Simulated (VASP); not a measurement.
# Mn: single point with PBE

Mn:

```
Mn
1.0
     0.00000    1.63135    1.63135
     1.63135    0.00000    1.63135
     1.63135    1.63135    0.00000
Mn
1
Cartesian
  0.0000 0.0000 0.0000
```

This isn't the form of Mn at room conditions, which is a 58-atom cubic cell.

| Quantity | Value |
| --- | --- |
| Program | VASP 6.6.1 |
| Task | single point |
| Functional | PBE |
| Potentials or basis | VASP PAW PBE potentials, release 64 (Mn_pv) |
| Cutoff | 520 eV |
| k mesh | 20 × 20 × 20 |
| Occupations | fermi-dirac, width 0.08 eV |
| Spin | collinear spin, ferromagnetic start |
| Starting moments | [3.0] μB |
| Dipole correction | no |
| Further INCAR settings | ALGO = Normal; EDIFF = 1e-06; NBANDS = 16 |

```
Pressure                                              : 95.5 GPa
Net moment                                            : 0.00 μB per cell
Valence electrons inside the program's atomic spheres : Mn 12.51
```

Levels at points of the mesh, in eV from the Fermi level:
Spin up:
```csv
k point,band 3,band 4,band 5,band 6,band 7,band 8,band 9,band 10,band 11,band 12
"(0.00, 0.00, 0.00)",-47.46,-9.20,-1.58,-1.58,-1.58,0.72,0.72,22.75,30.09,30.09
"(0.50, 0.00, 0.00)",-47.65,-5.73,-1.76,-1.76,0.92,2.32,2.32,11.77,21.55,30.17
"(0.50, 0.50, 0.00)",-47.98,-6.29,-5.29,2.27,2.74,2.74,4.62,15.18,18.48,18.48
```
Spin down:
```
           k point  band 5  band 6  band 7  band 8  band 9  band 10
(0.00, 0.00, 0.00)   -1.58   -1.58   -1.58    0.72    0.72    22.76
(0.50, 0.00, 0.00)   -1.76   -1.76    0.92    2.32    2.32    11.77
(0.50, 0.50, 0.00)   -5.29    2.27    2.74    2.74    4.62    15.18
```

Wall time 36 s on 1 thread of Intel(R) Xeon(R) 6975P-C (Granite Rapids) (shared host), peak memory 0.16 GiB.

Caveat: the cell stands under pressure.
